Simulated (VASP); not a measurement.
Input of a VASP 6.6.1 run:

INCAR

```
METAGGA = LAK
ISMEAR = -5
LWAVE = F
LCHARG = F
NBANDS = 20
PREC = Accurate
LASPH = T
LREAL = F
ALGO = Normal
EDIFF = 1E-6
NELM = 120
GGA_COMPAT = F
ENCUT = 520
EFERMI = MIDGAP
LMIXTAU = T
NEDOS = 4001
LORBIT = 11
KPAR = 2
```

KPOINTS

```
Automatic mesh
0
Gamma
  27 27 27
  0 0 0
```

POSCAR

```
MgS
1.0
    0.0000000000      2.6016500000      2.6016500000
    2.6016500000      0.0000000000      2.6016500000
    2.6016500000      2.6016500000      0.0000000000
S Mg
1 1
Direct
    0.5000000000      0.5000000000      0.5000000000
    0.0000000000      0.0000000000      0.0000000000
```

Potentials or basis: VASP PAW PBE potentials, release 64 (S, Mg).

Launch:

```bash
$ cat potpaw_PBE.64/S/POTCAR potpaw_PBE.64/Mg/POTCAR > POTCAR
$ mpirun -np 2 vasp_std > vasp.out
```

(1) Estimate the pressure.

(2) Estimate the band gap on the k mesh.

## Answers

(1) 0.2 GPa.

(2) 3.73 eV (least direct gap 5.23 eV).

Caveat: the PAW data sets were made with another functional, which shifts forces and pressure a little; an odd mesh through Γ misses points on the zone boundary, where band edges can lie.
